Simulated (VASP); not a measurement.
TiCo: single point with PBE

TiCo:

```xyz
2
Lattice="2.9861 0.0000 0.0000 0.0000 2.9861 0.0000 0.0000 0.0000 2.9861" Properties=species:S:1:pos:R:3 pbc="T T T"
Ti    0.0000    0.0000    0.0000
Co    1.4931    1.4931    1.4931
```

```
Program             : VASP 6.6.1
Task                : single point
Functional          : PBE
Potentials or basis : VASP PAW PBE potentials, release 64 (Ti_sv, Co)
Cutoff              : 520 eV
k mesh              : 13 × 13 × 13
Occupations         : fermi-dirac, width 0.03 eV
Spin                : collinear spin, ferromagnetic start
Starting moments    : [0.0, 0.22] μB
Fixed moment        : 0.22 μB
```

```yaml
Pressure: -2.6 GPa
Net_moment: 0.22 μB per cell
Site_moments: Ti -0.07; Co +0.33 μB
Valence_electrons_inside_the_program's_atomic_spheres: Ti 10.28; Co 8.31
```

Run time: 2.1 min on 1 thread of Intel Xeon 8259CL, on a shared host, peak memory 0.21 GiB.

Caveat: the total moment is fixed, so each spin has its own Fermi level and the state may be an excited one.
